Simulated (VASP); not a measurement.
Set up this calculation in VASP 6.6.1, as the native input.

```
Task                   : relaxation of cell and atoms
Functional             : PBE
Potentials or basis    : VASP PAW PBE potentials, release 64 (Pt)
Cutoff                 : 600 eV
k mesh                 : 20 × 20 × 20
Occupations            : gaussian, width 0.1 eV
Spin                   : no spin polarisation
Dipole correction      : no
Further INCAR settings : ALGO = Normal; EDIFF = 1e-07; IBRION = 2; EDIFFG = -0.01; NSW = 100; ISIF = 3
```

The structure of Pt lies in POSCAR:

```
Pt
1.0
    2.6276698227      0.0000000000      0.0000000000
    0.0000000000      2.6276698227      0.0000000000
    0.0000000000      0.0000000000      2.6276698227
Pt
1
Direct
    0.0000000000      0.0000000000      0.0000000000
```

The cell was built from a structure type or drawn by symmetry, and may not be a known phase.

One way to write it, as run:

INCAR

```
SYSTEM = Pt
PREC     = Accurate       ! precision mode
ENCUT    = 600            ! plane-wave cutoff, eV
EDIFF    = 1E-7           ! SCF threshold, eV
ISMEAR   = 0              ! smearing method
SIGMA    = 0.1            ! smearing width, eV
LREAL    = .FALSE.        ! projectors in reciprocal space
LASPH    = .TRUE.         ! aspherical terms in the spheres
NELM     = 100            ! most SCF steps
ALGO     = Normal         ! electronic algorithm
ISIF     = 3              ! what is computed and relaxed
LWAVE    = .FALSE.        ! write WAVECAR
LCHARG   = .FALSE.        ! write CHGCAR
GGA      = PE             ! functional
IBRION   = 2              ! ionic algorithm
NSW      = 100            ! ionic steps
EDIFFG   = -0.01          ! ionic threshold
```

KPOINTS

```
Automatic mesh
0
G
  20 20 20
  0 0 0
```

Potentials or basis: VASP PAW PBE potentials, release 64 (Pt).

Command:

```sh
$ cat potpaw_PBE.64/Pt/POTCAR > POTCAR
$ mpirun -np 1 vasp_std > vasp.out
```

Results of the run:

```json
{
  "Relaxed volume": "18.03 Å³/atom",
  "Relaxed cell": "a = 2.622 Å, b = 2.622 Å, c = 2.622 Å, α = 90.00°, β = 90.00°, γ = 90.00°",
  "Space group after relaxing (to 0.1 Å)": "Pm-3m (No. 221)",
  "Energy gained by relaxing": "0.4 meV/atom",
  "Ionic steps": "3",
  "Pressure after relaxing": "0.0 GPa",
  "Band gap on the k mesh": "zero (bands 5 and 6 overlap by 3.15 eV)"
}
```

Caveat: spin-orbit coupling is left out, which moves the levels of the heavy elements.

It took 2.7 min on 1 thread of AMD EPYC 7R13, on a shared host, peak memory 0.17 GiB.
